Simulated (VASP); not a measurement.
Here is a VASP 6.6.1 calculation.

INCAR

```
ALGO = Normal
DIPOL = 0.5 0.5 0.500
EDIFF = 1E-6
ENCUT = 520
GGA = PS
IDIPOL = 3
ISIF = 2
ISMEAR = -1
LASPH = True
LCHARG = True
LDIPOL = True
LELF = True
LREAL = False
LVACPOTAV = True
LVHAR = True
LWAVE = False
NBANDS = 34
NELM = 60
PREC = Accurate
SIGMA = 0.1
```

The input KPOINTS:

```
k-points
0
Gamma
  7 8 1
```

The input POSCAR:

```
In
1.0
    5.7217878879      0.0000000000      0.0000000000
    0.0000000000      5.4496538129      0.0000000000
    0.0000000000      0.0000000000     17.6517000000
In
4
Direct
    0.1188027847      0.7500000000      0.4680741963
    0.3811972153      0.2500000000      0.4680741963
    0.6188027981      0.7500000000      0.5319258037
    0.8811972019      0.2500000000      0.5319258037
```

Potentials or basis: VASP PAW PBE potentials, release 64 (In_d).

Run with:

```sh
$ cat potpaw_PBE.64/In_d/POTCAR > POTCAR
$ mpirun -np 1 vasp_std > vasp.out
```

Task: Estimate the band gap on the k mesh.

Result: Zero (bands 26 and 27 overlap by 0.59 eV).

Caveat: spin-orbit coupling is left out, which moves the levels of the heavy elements.
